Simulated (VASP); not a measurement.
Runs of VASP 6.6.1 on SrC2. The structure is that of space group R-3m (No. 166), or close to it. The cells are those of the table. 

```tsv
cell	gap on the mesh (eV)	pressure (GPa)	largest force (eV/Å)
a = 3.769 Å, angles 83.8°, 3 atoms	1.61	-11.1	3.35
a = 3.842 Å, angles 90.1°, 3 atoms	1.95	(b)	3.77
a = 3.917 Å, angles 83.9°, 3 atoms	1.75	-16.2	5.34
a = 4.008 Å, angles 85.4°, 3 atoms	1.90	-16.7	5.24
a = 3.747 Å, angles 88.6°, 3 atoms	1.77	-0.1	3.65
a = 3.789 Å, angles 91.7°, 3 atoms	1.84	(a)	9.06
a = 3.803 Å, angles 87.0°, 3 atoms	1.82	-7.5	0.31
a = 3.951 Å, angles 87.0°, 3 atoms	1.97	-13.5	3.13
a = 3.859 Å, angles 85.4°, 3 atoms	1.81	-12.7	3.23
```

Alike in all rows: task single point; level LDA; potentials or basis VASP PAW LDA potentials, release 64 (Sr_sv, C); no spin polarisation; k mesh 9 × 9 × 9; cutoff (eV) 520; smearing gaussian 0.05 eV.

**Question.** Estimate the missing entries.

**Answer.** (a) 7.8; (b) -1.9.

Caveats: an odd mesh through Γ misses points on the zone boundary, where band edges can lie; forces of over 1 eV/Å act on the atoms, so gaps and moduli don't describe the material at rest (at least some runs); the cell stands under tension (at least some runs); the cell stands under pressure (at least some runs).

A k mesh can miss the band edges, and the runs leave out spin-orbit coupling on Sr.
